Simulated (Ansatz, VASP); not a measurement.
## Ru in VASP and in Ansatz

```xyz
2
Lattice="2.6745 0.0000 0.0000 -1.3372 2.3162 0.0000 0.0000 0.0000 4.2259" Properties=species:S:1:pos:R:3 pbc="T T T"
Ru    0.0000    1.5441    1.0565
Ru    1.3372    0.7721    3.1694
```

Alike in both runs: functional LDA; k mesh 18 × 18 × 10; occupations fermi-dirac, width 0.08 eV; no spin polarisation.

Ansatz relaxed the structure, and its values are those at the end. VASP's run is a single point on that final structure, the one shown.

|  | VASP | Ansatz |
| --- | --- | --- |
| version | VASP 6.6.1 | Ansatz 0.2.0 |
| potentials or method | VASP PAW LDA potentials, release 64 (Ru_pv) | PAW with Ansatz's default frozen-core files, scalar-relativistic |
| plane-wave cutoff (eV) | 500 | 420 |
| valence electrons in the cell | 28 | 32 |

Ansatz gave:

* pressure (GPa): 0.0

Task: Estimate VASP's values.

Result: Pressure (GPa): 1.0.

LDA's correlation is that of Perdew and Zunger in VASP and of Perdew and Wang (1992) in Ansatz. VASP's potentials hold 28 valence electrons a cell and Ansatz's 32, so a difference there can come from the potentials and not from the codes.
